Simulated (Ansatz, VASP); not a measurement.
# Na4H: VASP beside Ansatz

```
Na H
1.0
     7.26651    0.00000    0.00000
    -2.42217    6.85093    0.00000
     0.00000    0.00000   20.96654
Na H
8 2
Direct
  0.25000 0.25000 0.19078
  0.25000 0.75000 0.19078
  0.75000 0.25000 0.19078
  0.75000 0.75000 0.19078
  0.00000 0.00000 0.33227
  0.00000 0.50000 0.33227
  0.50000 0.00000 0.33227
  0.50000 0.50000 0.33227
  0.84621 0.75000 0.36899
  0.15379 0.75000 0.36899
```

Alike in both runs: task single point; functional PBE; k mesh 4 × 4 × 1; occupations gaussian, width 0.1 eV; no spin polarisation.

|  | VASP | Ansatz |
| --- | --- | --- |
| version | VASP 6.6.1 | Ansatz 0.2.0 |
| potentials or method | VASP PAW PBE potentials, release 64 (Na_pv, H), cutoff 520 eV | scalar-relativistic, plane waves, PAW |
| valence electrons in the cell | 58 | 74 |

Ansatz gave:

```
gap on the k mesh at the Fermi level (eV)  : none
rms of the force components (eV/Å)         : 0.336
work function, face that differs most (eV) : 3.34
```

What did VASP give for the same quantities?

gap on the k mesh at the Fermi level (eV): none; rms of the force components (eV/Å): 0.338; work function, face that differs most (eV): 3.34.

Atom by atom the forces differ by 0.003 eV/Å (rms over components). A gap of «none» marks a metal or a gap that the smearing closes. VASP's potentials hold 58 valence electrons a cell and Ansatz's 74, so a difference there can come from the potentials and not from the codes.
